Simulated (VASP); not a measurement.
Input of a VASP 6.6.1 run:

Contents of INCAR:

```
ALGO = Normal ; EDIFF = 1E-6
EDIFFG = -0.08 ; ENCUT = 600
GGA = PE ; IBRION = 2
ISIF = 3 ; ISMEAR = 0
LASPH = True ; LCHARG = False
LREAL = False ; LWAVE = False
NELM = 80 ; NSW = 36
PREC = Accurate ; SIGMA = 0.2
```

Contents of KPOINTS:

```
k-points
0
Gamma
  3 3 3
```

The input POSCAR:

```
Cd6Te
1.0
    6.0431290900      0.0000000000      0.0000000000
   -3.0215645500      5.2335033100      0.0000000000
    0.0000000000      0.0000000000      5.5462887100
Cd Te
6 1
Direct
    0.3036071400      0.3036071400      0.2662879800
    0.0000000000      0.6963928600      0.2662879800
    0.6963928600      0.0000000000      0.2662879800
    0.0000000000      0.3036071400      0.7337120200
    0.3036071400      0.0000000000      0.7337120200
    0.6963928600      0.6963928600      0.7337120200
    0.0000000000      0.0000000000      0.5000000000
```

Potentials or basis: VASP PAW PBE potentials, release 64 (Cd, Te).

The run is started by

```bash
$ cat potpaw_PBE.64/Cd/POTCAR potpaw_PBE.64/Te/POTCAR > POTCAR
$ mpirun -np 1 vasp_std > vasp.out
```

Q: What does it give for the relaxed cell?

A: a = 5.809 Å, b = 5.809 Å, c = 6.721 Å, α = 90.00°, β = 90.00°, γ = 120.00°.

Q: Estimate the relaxed volume.

A: 28.05 Å³/atom.

Q: Predict the space group after relaxing (to 0.1 Å).

A: P-31m (No. 162).

Stress tensor (GPa, compression positive):
```
-0.06  0.00  0.00
 0.00 -0.06  0.00
 0.00  0.00 -0.16
```

Caveat: the k points lie up to 0.42 Å⁻¹ apart in the final cell; a cell axis changed by over 15 % at a fixed basis, so the end point is rough.
